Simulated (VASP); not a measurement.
Here is a VASP 6.6.1 calculation.

File INCAR:

```
SYSTEM = Al2Ru
PREC     = Accurate       ! precision mode
ENCUT    = 520            ! plane-wave cutoff, eV
EDIFF    = 1E-7           ! SCF threshold, eV
ISMEAR   = 0              ! smearing method
SIGMA    = 0.01           ! smearing width, eV
LREAL    = .False.        ! projectors in reciprocal space
LASPH    = .True.         ! aspherical terms in the spheres
NELM     = 60             ! most SCF steps
ALGO     = Normal         ! electronic algorithm
ISIF     = 2              ! what is computed and relaxed
LWAVE    = .False.        ! write WAVECAR
LCHARG   = .False.        ! write CHGCAR
GGA      = PS             ! functional
NBANDS   = 29             ! bands
```

KPOINTS

```
Automatic mesh
0
Gamma
  10 10 10
  0 0 0
```

File POSCAR:

```
Al2Ru
1.0
    0.0000000000      4.0143683356      4.4067113946
    2.3643904964      0.0000000000      4.4067113946
    2.3643904964      4.0143683356      0.0000000000
Al Ru
4 2
Direct
    0.0787062577      0.4212937423      0.0787062577
    0.4212937423      0.0787062577      0.4212937423
    0.1712937423      0.8287062577      0.1712937423
    0.8287062577      0.1712937423      0.8287062577
    0.7500000000      0.7500000000      0.7500000000
    0.5000000000      0.5000000000      0.5000000000
```

Potentials or basis: VASP PAW PBE potentials, release 64 (Al, Ru_pv).

The run is started by

```bash
$ cat potpaw_PBE.64/Al/POTCAR potpaw_PBE.64/Ru_pv/POTCAR > POTCAR
$ mpirun -np 1 vasp_std > vasp.out
```

(1) Estimate the pressure.

(2) Predict the largest force.

Results:

(1) -2.9 GPa.

(2) 0.005 eV/Å.

Caveat: the PAW data sets were made with another functional, which shifts forces and pressure a little.
